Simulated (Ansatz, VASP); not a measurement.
YLuAs2: VASP beside Ansatz

File POSCAR:

```
YLuAs2
1.0
    2.0351943463      1.1750200037      6.6326432100
   -2.0351943463      1.1750200037      6.6326432100
    0.0000000000     -2.3500400074      6.6326432100
Y Lu As
1 1 2
Direct
    1.0000000000      0.0000000000      0.0000000000
    0.5000000000      0.5000000000      0.5000000000
    0.2478776929      0.2478776929      0.2478776929
    0.7521223071      0.7521223071      0.7521223071
```

The input INCAR.step1:

```
ALGO     = Normal         # electronic algorithm
EDIFF    = 1E-4           # SCF threshold, eV
ENCUT    = 520            # plane-wave cutoff, eV
GGA      = PE             # functional
ISMEAR   = -1             # smearing method
LASPH    = True           # aspherical terms in the spheres
LCHARG   = False          # write CHGCAR
LREAL    = False          # projectors in reciprocal space
LWAVE    = True           # write WAVECAR
NBANDS   = 31             # bands
NELM     = 60             # most SCF steps
PREC     = Accurate       # precision mode
SIGMA    = 0.02           # smearing width, eV
```

INCAR.step2

```
ALGO     = Normal         # electronic algorithm
EDIFF    = 1E-6           # SCF threshold, eV
ENCUT    = 520            # plane-wave cutoff, eV
ISIF     = 2              # what is computed and relaxed
ISMEAR   = -1             # smearing method
ISTART   = 1            
LASPH    = True           # aspherical terms in the spheres
LCHARG   = False          # write CHGCAR
LMIXTAU  = True         
LREAL    = False          # projectors in reciprocal space
LWAVE    = False          # write WAVECAR
METAGGA  = R2SCAN         # meta-GGA
NBANDS   = 31             # bands
NELM     = 60             # most SCF steps
PREC     = Accurate       # precision mode
SIGMA    = 0.02           # smearing width, eV
```

Contents of KPOINTS:

```
k-points
0
Gamma
  6 6 6
```

Input for Ansatz:

```yaml
crystal:
  lattice:
    - [2.0351943463, 1.1750200037, 6.63264321]
    - [-2.0351943463, 1.1750200037, 6.63264321]
    - [0.0, -2.3500400074, 6.63264321]
  atoms:
    - { symbol: "Y", position: [1.0, 0.0, 0.0] }
    - { symbol: Lu, position: [0.5, 0.5, 0.5] }
    - { symbol: As, position: [0.2478776929, 0.2478776929, 0.2478776929] }
    - { symbol: As, position: [0.7521223071, 0.7521223071, 0.7521223071] }
kpoints:
  mp_grid: { grid: [6, 6, 6] }
hamiltonian:
  xc: r2scan
scf:
  occupations: { method: fermi_dirac, width: 0.02 }
  n_extra_bands: 5
output:
  forces: true
  stress: true
  eigenvalues: true
```

Alike in both runs: task single point; functional r2SCAN; k mesh 6 × 6 × 6; occupations fermi-dirac, width 0.02 eV; no spin polarisation.

```csv
,VASP,Ansatz
version,VASP 6.6.1,Ansatz 0.2.0
potentials or method,"VASP PAW PBE potentials, release 64 (Y_sv, Lu, As)","plane waves, PAW"
plane-wave cutoff (eV),520,500
valence electrons in the cell,46,66
```

```tsv
	VASP	Ansatz	Ansatz less VASP
pressure (GPa)	0.2	0.0	-0.23
rms of the force components (eV/Å)	0.013	0.000	-0.0129
```

VASP's potentials were made for PBE, not for r2SCAN. Atom by atom the forces differ by 0.013 eV/Å (rms over components). VASP's potentials hold 46 valence electrons a cell and Ansatz's 66, so a difference there can come from the potentials and not from the codes.

Neither program's run includes spin-orbit coupling.
